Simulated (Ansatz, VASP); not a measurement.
# Ta3P4: VASP beside Ansatz

```
CELL_PARAMETERS angstrom
3.55569 0.00000 0.00000
0.00000 3.55569 0.00000
0.00000 0.00000 9.84856
ATOMIC_POSITIONS crystal
Ta 0.00000 0.00000 0.75668
Ta 0.50000 0.50000 0.50000
Ta 0.00000 0.00000 0.24332
P 0.00000 0.00000 0.50000
P 0.50000 0.50000 0.23214
P 0.00000 0.00000 0.00000
P 0.50000 0.50000 0.76786
```

Change from the starting cell: ordered vacancies on the cation sites of rock salt (P4/mmm, No. 123).

Alike in both runs: functional PBE; k mesh 10 × 10 × 4; occupations gaussian, width 0.1 eV; no spin polarisation.

Ansatz relaxed the structure, and its values are those at the end. VASP's run is a single point on that final structure, the one shown.

```csv
,VASP,Ansatz
version,VASP 6.6.1,Ansatz 0.2.0
potentials or method,"VASP PAW PBE potentials, release 64 (Ta_pv, P), cutoff 520 eV","scalar-relativistic, plane waves, PAW"
valence electrons in the cell,53,59
```

Ansatz gave:

```
gap on the k mesh at the Fermi level (eV) : none
pressure (GPa)                            : 0.0
rms of the force components (eV/Å)        : 0.002
```

Problem. Estimate VASP's values.

Solution. gap on the k mesh at the Fermi level (eV): none; pressure (GPa): 0.1; rms of the force components (eV/Å): 0.003.

A gap of «none» marks a metal or a gap that the smearing closes. VASP's potentials hold 53 valence electrons a cell and Ansatz's 59, so a difference there can come from the potentials and not from the codes.

Neither program's run includes spin-orbit coupling.
